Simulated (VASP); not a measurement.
# SiC (k3) (P6_3/mmc) in VASP: a series of runs

Runs on SiC (k3). Level: PBEsol. Tasks: single point, relaxation of cell and atoms.

All numbers are computed with VASP 6.6.1; they aren't measurements. Logs are shortened: lines on timing, memory, paths and dates and some standing lists are left out, and cuts for length are marked.

**1. The cell of the first run**

It takes space group P6_3/mmc (No. 194, hexagonal). The conventional cell has a = 3.168 Å, b = 3.168 Å, c = 4.686 Å, α = 90.00°, β = 90.00°, γ = 120.00°. Within 2.4 Å of Si (site symmetry -6m2) lie 5 C at 1.83 to 2.34 Å. C (site symmetry -6m2) has 5 Si at 1.83 to 2.34 Å within 2.4 Å.

**2. Single point, PBEsol**

Contents of INCAR:

```
ALGO = Normal
EDIFF = 1E-6
ENCUT = 600
GGA = PS
GGA_COMPAT = False
ISIF = 2
ISMEAR = 0
LASPH = True
LCHARG = True
LELF = True
LREAL = False
LVHAR = True
LWAVE = False
NBANDS = 16
NELM = 120
PREC = Accurate
SIGMA = 0.1
```

Contents of KPOINTS:

```
k-points
0
Gamma
  6 6 4
```

Contents of POSCAR:

```
SiC
1.0
    3.1683637854      0.0000000000      0.0000000000
   -1.5841818927      2.7438835266      0.0000000000
    0.0000000000      0.0000000000      4.6857256856
Si C
2 2
Direct
    0.3333333333      0.6666666667      0.0000000000
    0.6666666667      0.3333333333      0.5000000000
    0.3333333333      0.6666666667      0.5000000000
    0.6666666667      0.3333333333      1.0000000000
```

Potentials or basis: VASP PAW PBE potentials, release 64 (Si, C).

Started as:

```sh
cat potpaw_PBE.64/Si/POTCAR potpaw_PBE.64/C/POTCAR > POTCAR
mpirun -np 1 vasp_std > vasp.out
```

OUTCAR:

```text
EDIFF = 1E-6
   ENCUT = 600
   GGA = PS
   ISIF = 2
   ISMEAR = 0
   LASPH = True
   LREAL = False
   NELM = 120
   PREC = Accurate

 ion  position               nearest neighbor table
   1  0.333  0.667  0.000-   4 1.83   4 1.83   4 1.83   3 2.34   3 2.34   2 2.97   2 2.97   2 2.97
                             2 2.97   2 2.97   2 2.97
   2  0.667  0.333  0.500-   3 1.83   3 1.83   3 1.83   4 2.34   4 2.34   1 2.97   1 2.97   1 2.97
                             1 2.97   1 2.97   1 2.97
   3  0.333  0.667  0.500-   2 1.83   2 1.83   2 1.83   1 2.34   1 2.34
   4  0.667  0.333  0.000-   1 1.83   1 1.83   1 1.83   2 2.34   2 2.34

  LATTYP: Found a hexagonal cell.
 ALAT       =     3.1683637854
 C/A-ratio  =     1.4789102524

  Lattice vectors:

 A1 = (   3.1683637854,   0.0000000000,   0.0000000000)
 A2 = (  -1.5841818927,   2.7438835266,   0.0000000000)
 A3 = (   0.0000000000,   0.0000000000,   4.6857256856)

Analysis of symmetry for initial positions (statically):
=====================================================================
 Subroutine PRICEL returns:
 Original cell was already a primitive cell.

 Routine SETGRP: Setting up the symmetry group for a
 hexagonal supercell.

 Subroutine GETGRP returns: Found 24 space group operations
 (whereof 12 operations were pure point group operations)
 out of a pool of 24 trial point group operations.

The static configuration has the point symmetry D_3h.
 The point group associated with its full space group is D_6h.

Analysis of symmetry for dynamics (positions and initial velocities):
=====================================================================
 Subroutine PRICEL returns:
 Original cell was already a primitive cell.

 Routine SETGRP: Setting up the symmetry group for a
 hexagonal supercell.

 Subroutine GETGRP returns: Found 24 space group operations
 (whereof 12 operations were pure point group operations)
 out of a pool of 24 trial point group operations.

The dynamic configuration has the point symmetry D_3h.
 The point group associated with its full space group is D_6h.

 Subroutine INISYM returns: Found 24 space group operations
 (whereof 12 operations are pure point group operations),
 and found     1 'primitive' translations

----------------------------------------------------------------------------------------

                                     Primitive cell

  volume of cell :      40.7359

  direct lattice vectors                    reciprocal lattice vectors
     3.168363785  0.000000000  0.000000000     0.315620323  0.182223478  0.000000000
    -1.584181893  2.743883527  0.000000000     0.000000000  0.364446956  0.000000000
     0.000000000  0.000000000  4.685725686     0.000000000  0.000000000  0.213414115

  length of vectors
     3.168363785  3.168363785  4.685725686     0.364446956  0.364446956  0.213414115

  position of ions in fractional coordinates (direct lattice)
     0.333333333  0.666666667  0.000000000
     0.666666667  0.333333333  0.500000000
     0.333333333  0.666666667  0.500000000
     0.666666667  0.333333333  0.000000000

  ion indices of the primitive-cell ions
   primitive index   ion index
                 1           1
                 2           2
                 3           3
                 4           4

----------------------------------------------------------------------------------------

 KPOINTS: k-points

Automatic generation of k-mesh.
 Grid dimensions read from file:
 generate k-points for:    6    6    4

 Generating k-lattice:

  Cartesian coordinates                     Fractional coordinates (reciprocal lattice)
     0.052603387  0.030370580  0.000000000     0.166666667  0.000000000  0.000000000
     0.000000000  0.060741159  0.000000000     0.000000000  0.166666667  0.000000000
     0.000000000  0.000000000  0.053353529     0.000000000  0.000000000  0.250000000

  Length of vectors
     0.060741159  0.060741159  0.053353529

  Shift w.r.t. Gamma in fractional coordinates (k-lattice)
     0.000000000  0.000000000  0.000000000

 Subroutine IBZKPT returns following result:
 ===========================================

 Found     21 irreducible k-points:

 Following reciprocal coordinates:
            Coordinates               Weight
  0.000000  0.000000  0.000000      1.000000
  0.166667 -0.000000  0.000000      6.000000
  0.333333 -0.000000  0.000000      6.000000
  0.500000 -0.000000  0.000000      3.000000
  0.166667  0.166667  0.000000      6.000000
  0.333333  0.166667  0.000000     12.000000
[... 13 lines left out ...]
  0.333333  0.166667  0.500000     12.000000
  0.333333  0.333333  0.500000      2.000000
   k-points           NKPTS =     21   k-points in BZ     NKDIM =     21   number of bands    NBANDS=     16
   number of dos      NEDOS =    301   number of ions     NIONS =      4
   total plane-waves  NPLWV =  31360
   dimension x,y,z NGX =    28 NGY =   28 NGZ =   40
   dimension x,y,z NGXF=    56 NGYF=   56 NGZF=   80
   ions per type =               2   2
   NGX,Y,Z   is equivalent  to a cutoff of  14.69, 14.69, 14.19 a.u.
   NGXF,Y,Z  is equivalent  to a cutoff of  29.38, 29.38, 28.38 a.u.
 SYSTEM =  unknown system
   PREC   = accura    normal or accurate (medium, high low for compatibility)
   ISTART =      0    job   : 0-new  1-cont  2-samecut
   ICHARG =      2    charge: 1-file 2-atom 10-const
   ISPIN  =      1    spin polarized calculation?
   LNONCOLLINEAR =      F non collinear calculations
   LSORBIT =      F    spin-orbit coupling
   LASPH  =      T    aspherical Exc in radial PAW
   ENCUT  =  600.0 eV  44.10 Ry    6.64 a.u.   6.33  6.33  9.36*2*pi/ulx,y,z
   NELM   =    120;   NELMIN=  2; NELMDL= -5     # of ELM steps
   EDIFF  = 0.1E-05   stopping-criterion for ELM
   LREAL  =      F    real-space projection
   EDIFFG = 0.1E-04   stopping-criterion for IOM
   NSW    =      0    number of steps for IOM
   IBRION =     -1    ionic relax: 0-MD 1-quasi-New 2-CG
   NFREE  =      0    steps in history (QN), initial steepest desc. (CG)
   ISIF   =      2    stress and relaxation
   ISYM   =      2    0-nonsym 1-usesym 2-fastsym
   POTIM  = 0.5000    time-step for ionic-motion
   TEBEG  =    0.0;   TEEND  =   0.0 temperature during run
   PSTRESS=    0.0 pullay stress
   NELECT =      16.0000    total number of electrons
   NUPDOWN=      -1.0000    fix difference up-down
   EMIN   =  10.00;   EMAX   =-10.00  energy-range for DOS
   EFERMI =   0.00;   METHOD = LEGACY
   ISMEAR =     0;   SIGMA  =   0.10  broadening in eV -4-tet -1-fermi 0-gaus
   EFERMI_NEDOS =   21; number of points for ismear=-14 and -15
   IALGO  =     38    algorithm
   IMIX   =      4    mixing-type and parameters
     AMIX     =   0.40;   BMIX     =  1.00
     AMIX_MAG =   1.60;   BMIX_MAG =  1.00
  volume/ion in A,a.u.               =      10.18        68.72
  Fermi-wavevector in a.u.,A,eV,Ry     =   1.198917  2.265624 19.557028  1.437401
  Thomas-Fermi vector in A             =   2.334793
   LORBIT       =      0    0 simple, 1 ext, 2 COOP (PROOUT), +10 PAW based schemes
   GGA     = PS    functional components
   LHFCALC =     F    Hartree Fock is set to
   AEXX    =    0.0000 exact exchange contribution
   IVDW    =     0    specifies the selected vdW correction
   LEPSILON=     F    determine dielectric tensor
   LRPA    =     F    only Hartree local field effects (RPA)
 non-spin polarized calculation
 Gauss-broadening in eV      SIGMA  =   0.10
  energy-cutoff  :      600.00
  volume of cell :       40.74
 maximum number of plane-waves:      1375
 NGX is ok and might be reduce to    28
   NGX = 13   NGY = 13   NGZ = 19

 number of electron      16.0000000 magnetization

 Free energy of the ion-electron system (eV)
  ---------------------------------------------------
  ext. energy  EPLUGINS =         0.00000000
  ---------------------------------------------------
  free energy    TOTEN  =       -30.05749760 eV

  energy without entropy =      -30.05532431  energy(sigma->0) =      -30.05641096

 E-fermi :  10.1842     XC(G=0): -11.5942

 val. band max:       10.1533614737   @ k =   0.1667  -0.0000   0.0000
 cond. band min:      10.5049067916   @ k =   0.5000  -0.0000   0.2500
 fundamental gap:      0.3515453179
 Fermi energy:        10.1842203832

 k-point     1 :       0.0000    0.0000    0.0000
  band No.  band energies     occupation
      1      -7.3332      2.00000
      2      -3.0330      2.00000
      3       0.6453      2.00000
      4       5.9370      2.00000
      5       5.9370      2.00000
      6       7.6216      2.00000
[... 8 lines left out ...]
     15      17.4483      0.00000
     16      18.5093      0.00000

 k-point     2 :       0.1667   -0.0000    0.0000
  band No.  band energies     occupation
      1      -6.8800      2.00000
      2      -2.6698      2.00000
      3       1.0946      2.00000
      4       3.8647      2.00000
      5       5.3176      2.00000
      6       6.3190      2.00000
[... 8 lines left out ...]
     15      17.7953      0.00000
     16      18.4708      0.00000

 k-point     3 :       0.3333   -0.0000    0.0000
  band No.  band energies     occupation
      1      -5.5809      2.00000
      2      -1.9093      2.00000
      3       0.9862      2.00000
      4       2.3732      2.00000
      5       3.8735      2.00000
      6       4.4470      2.00000
[... 8 lines left out ...]
     15      18.3950      0.00000
     16      18.7084      0.00000

 k-point     4 :       0.5000   -0.0000    0.0000
  band No.  band energies     occupation
      1      -4.1747      2.00000
      2      -2.5305      2.00000
      3       0.6617      2.00000
      4       2.1635      2.00000
      5       3.6700      2.00000
      6       4.1043      2.00000
[... 8 lines left out ...]
     15      18.9182      0.00000
     16      19.3628      0.00000

 k-point     5 :       0.1667    0.1667    0.0000
  band No.  band energies     occupation
      1      -5.9988      2.00000
      2      -2.0645      2.00000
      3       1.9663      2.00000
      4       2.0381      2.00000
      5       3.5754      2.00000
      6       5.1541      2.00000
[... 8 lines left out ...]
     15      18.6345      0.00000
     16      19.8084      0.00000

 k-point     6 :       0.3333    0.1667    0.0000
  band No.  band energies     occupation
      1      -4.4180      2.00000
      2      -2.0425      2.00000
      3       0.8245      2.00000
      4       2.3989      2.00000
      5       3.2133      2.00000
      6       3.5077      2.00000
[... 8 lines left out ...]
     15      18.9868      0.00000
     16      21.1131      0.00000
[... 210 lines left out ...]
 k-point    18 :       0.5000   -0.0000    0.5000
  band No.  band energies     occupation
      1      -3.0416      2.00000
      2      -3.0416      2.00000
      3      -0.2495      2.00000
      4      -0.2495      2.00000
      5       5.1442      2.00000
      6       5.1442      2.00000
[... 8 lines left out ...]
     15      20.5232      0.00000
     16      20.5232      0.00000

 k-point    19 :       0.1667    0.1667    0.5000
  band No.  band energies     occupation
      1      -4.6274      2.00000
      2      -4.6274      2.00000
      3       2.6955      2.00000
      4       2.6955      2.00000
      5       4.8704      2.00000
      6       4.8704      2.00000
[... 8 lines left out ...]
     15      19.2858      0.00000
     16      19.2858      0.00000

 k-point    20 :       0.3333    0.1667    0.5000
  band No.  band energies     occupation
      1      -3.2048      2.00000
      2      -3.2048      2.00000
      3       0.4706      2.00000
      4       0.4706      2.00000
      5       3.7546      2.00000
      6       3.7546      2.00000
[... 8 lines left out ...]
     15      19.4828      0.00000
     16      19.4828      0.00000

 k-point    21 :       0.3333    0.3333    0.5000
  band No.  band energies     occupation
      1      -2.4254      2.00000
      2      -2.4254      2.00000
      3       0.0975      2.00000
      4       0.0975      2.00000
      5       2.3703      2.00000
      6       2.3703      2.00000
[... 8 lines left out ...]
     15      19.2760      0.00000
     16      19.2763      0.00000

------------------------ aborting loop because EDIFF is reached ----------------------------------------

  FORCE on cell =-STRESS in cart. coord.  units (eV):
  Direction    XX          YY          ZZ          XY          YZ          ZX
  --------------------------------------------------------------------------------------
  -------------------------------------------------------------------------------------
  Total        0.0761113      0.0761113     -0.0110353      0.0000000     -0.0000000      0.0000000
  in kB        2.9935216      2.9935216     -0.4340262      0.0000000     -0.0000000      0.0000000
  external PRESSURE =       1.8510057 kB  Pullay stress =       0.0000000 kB

 VOLUME and BASIS-vectors are now :
 -----------------------------------------------------------------------------
  energy-cutoff  :      600.00
  volume of cell :       40.74
      direct lattice vectors                 reciprocal lattice vectors
     3.168363785  0.000000000  0.000000000     0.315620323  0.182223478  0.000000000
    -1.584181893  2.743883527  0.000000000     0.000000000  0.364446956  0.000000000
     0.000000000  0.000000000  4.685725686     0.000000000  0.000000000  0.213414115

 POSITION                                       TOTAL-FORCE (eV/Angst)
 -----------------------------------------------------------------------------------
     -0.00000      1.82926      0.00000        -0.000000      0.000000      0.000000
      1.58418      0.91463      2.34286         0.000000      0.000000      0.000000
     -0.00000      1.82926      2.34286        -0.000000      0.000000      0.000000
      1.58418      0.91463      0.00000         0.000000      0.000000      0.000000
 -----------------------------------------------------------------------------------
    total drift:                               -0.000000      0.000000     -0.000000

  FREE ENERGIE OF THE ION-ELECTRON SYSTEM (eV)
  ---------------------------------------------------
  free  energy   TOTEN  =       -30.0574976015 eV

  energy  without entropy=      -30.0553243133  energy(sigma->0) =      -30.05641096
```

It took 12 s on 1 thread of Intel Xeon Platinum 8375C at 2.90GHz (Ice Lake), shared host; peak memory 0.17 GiB.

Results:

```
Free energy            : -30.0575 eV
Pressure               : 0.2 GPa
Band gap on the k mesh : zero (band 8 reaches 10.96 eV, above the bottom of band 9 at 10.00 eV)
```

Levels at points of the mesh, in eV from the Fermi level:
| k point | band 5 | band 6 | band 7 | band 8 | band 9 | band 10 | band 11 | band 12 |
| --- | --- | --- | --- | --- | --- | --- | --- | --- |
| (0.00, 0.00, 0.00) | -4.25 | -2.56 | -2.56 | 0.77 | 1.23 | 3.94 | 3.94 | 4.60 |
| (0.50, 0.00, 0.00) | -6.51 | -6.08 | -4.13 | -3.56 | -0.19 | 3.90 | 5.02 | 6.46 |
| (0.00, 0.00, 0.50) | -3.47 | -3.47 | -3.47 | -3.47 | 2.80 | 2.80 | 4.60 | 4.60 |
| (0.50, 0.00, 0.50) | -5.04 | -5.04 | -2.50 | -2.50 | 1.97 | 1.97 | 2.46 | 2.46 |

Caveat: the k points lie up to 0.38 Å⁻¹ apart; the PAW data sets were made with another functional, which shifts forces and pressure a little.

(Continued in part 2 of 2.)
